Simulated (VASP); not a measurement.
KCl, 2 atoms in the cell. It takes space group Pm-3m (No. 221, cubic). Conventional cell: a = 3.634 Å, b = 3.634 Å, c = 3.634 Å, α = 90.00°, β = 90.00°, γ = 90.00°. K (site symmetry m-3m) has 8 Cl at 3.15 Å and 6 K at 3.63 Å within 4.1 Å. Cl (site symmetry m-3m) has 8 K at 3.15 Å and 6 Cl at 3.63 Å within 4.1 Å. 

* Program: VASP 6.6.1
* Task: electric field gradients
* Functional: PBEsol
* Potentials or basis: VASP PAW PBE potentials, release 64 (K_sv, Cl)
* Cutoff: 520 eV
* k mesh: 7 × 7 × 7
* Occupations: fermi-dirac, width 0.01 eV
* Spin: no spin polarisation
* Dipole correction: no
* Further INCAR settings: ALGO = Normal; EDIFF = 1e-08; NBANDS = 15

Potentials or basis: VASP PAW PBE potentials, release 64 (K_sv, Cl).

Run with:

```bash
$ cat potpaw_PBE.64/K_sv/POTCAR potpaw_PBE.64/Cl/POTCAR > POTCAR
$ mpirun -np 1 vasp_std > vasp.out
```

Hardware: 1 thread of Intel(R) Xeon(R) 6975P-C (Granite Rapids), on a shared host.

Problem. How long does it take, and how much memory?

Solution. It took 6.7 s on 1 thread of Intel(R) Xeon(R) 6975P-C (Granite Rapids), with other jobs on the host, peak memory 0.15 GiB. Counts: scf iterations 16, k points 20.
